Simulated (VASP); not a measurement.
A run of VASP 6.6.1:

File INCAR:

```
SYSTEM = Mg7FeS8
PREC = Accurate
ENCUT = 520
EDIFF = 1E-6
ISMEAR = -1
SIGMA = 0.05
LREAL = Auto
LASPH = .TRUE.
NELM = 60
ALGO = Normal
ISIF = 2
LWAVE = .FALSE.
LCHARG = .FALSE.
GGA = PS
NBANDS = 49
```

File KPOINTS:

```
Automatic mesh
0
Gamma
  2 2 2
  0.5 0.5 0.5
```

POSCAR

```
Mg7FeS8
1.0
    0.0000000000      5.1819800000      5.1819800000
    5.1819800000      0.0000000000      5.1819800000
    5.1819800000      5.1819800000      0.0000000000
S Mg Fe
8 7 1
Direct
    0.7539480000      0.2525840000      0.2508160000
    0.2489990000      0.7511250000      0.7568640000
    0.2514410000      0.7505610000      0.2498140000
    0.7425970000      0.2524460000      0.7509460000
    0.2462260000      0.2532830000      0.7550200000
    0.7460790000      0.7482680000      0.2562600000
    0.2481470000      0.2486830000      0.2538680000
    0.7512750000      0.7546540000      0.7474070000
    0.0021650000      0.0009730000      0.9969270000
    0.0054410000      0.9976630000      0.4971630000
    0.5014680000      0.5033310000      0.9960930000
    0.9983070000      0.5078160000      0.0024480000
    0.5015040000      0.9932360000      0.5019910000
    0.4983220000      0.9988270000      0.9966890000
    0.0019860000      0.4976170000      0.5040680000
    0.4962850000      0.4983190000      0.5039120000
```

Potentials or basis: VASP PAW PBE potentials, release 64 (S, Mg, Fe).

The run is started by

```sh
$ cat potpaw_PBE.64/S/POTCAR potpaw_PBE.64/Mg/POTCAR potpaw_PBE.64/Fe/POTCAR > POTCAR
$ mpirun -np 1 vasp_std > vasp.out
```

Hardware: 1 thread of AMD EPYC 7571, on a shared host.

How long does it take, and how much memory?

Run time: 26 min on 1 thread of AMD EPYC 7571 (shared host), peak memory 0.46 GiB. Counts: scf iterations 17, k points 16.
